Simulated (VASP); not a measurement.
Input of a VASP 6.6.1 run:

The input INCAR:

```
ALGO     = Normal         # electronic algorithm
EDIFF    = 1E-6           # SCF threshold, eV
ENCUT    = 520            # plane-wave cutoff, eV
GGA      = PS             # functional
ISIF     = 2              # what is computed and relaxed
ISMEAR   = 0              # smearing method
LASPH    = True           # aspherical terms in the spheres
LCHARG   = False          # write CHGCAR
LREAL    = False          # projectors in reciprocal space
LWAVE    = False          # write WAVECAR
NBANDS   = 12             # bands
NELM     = 80             # most SCF steps
PREC     = Accurate       # precision mode
SIGMA    = 0.15           # smearing width, eV
```

The input KPOINTS:

```
k-points
0
Gamma
  22 22 22
```

File POSCAR:

```
Cu
1.0
    0.0000000000      1.7352000000      1.8798000000
    1.7352000000      0.0000000000      1.8798000000
    1.7352000000      1.7352000000      0.0000000000
Cu
1
Direct
    0.0000000000      0.0000000000      0.0000000000
```

Potentials or basis: VASP PAW PBE potentials, release 64 (Cu).

Command:

```sh
$ cat potpaw_PBE.64/Cu/POTCAR > POTCAR
$ mpirun -np 1 vasp_std > vasp.out
```

Q: Predict the pressure.

A: 1.0 GPa.

Stress tensor (GPa, compression positive):
```
 3.27  0.00  0.00
 0.00  3.27  0.00
 0.00  0.00 -3.62
```

Caveat: the cell differs from its parent crystal (strain -0.040 along x and y, +0.040 along z); the PAW data sets were made with another functional, which shifts forces and pressure a little.
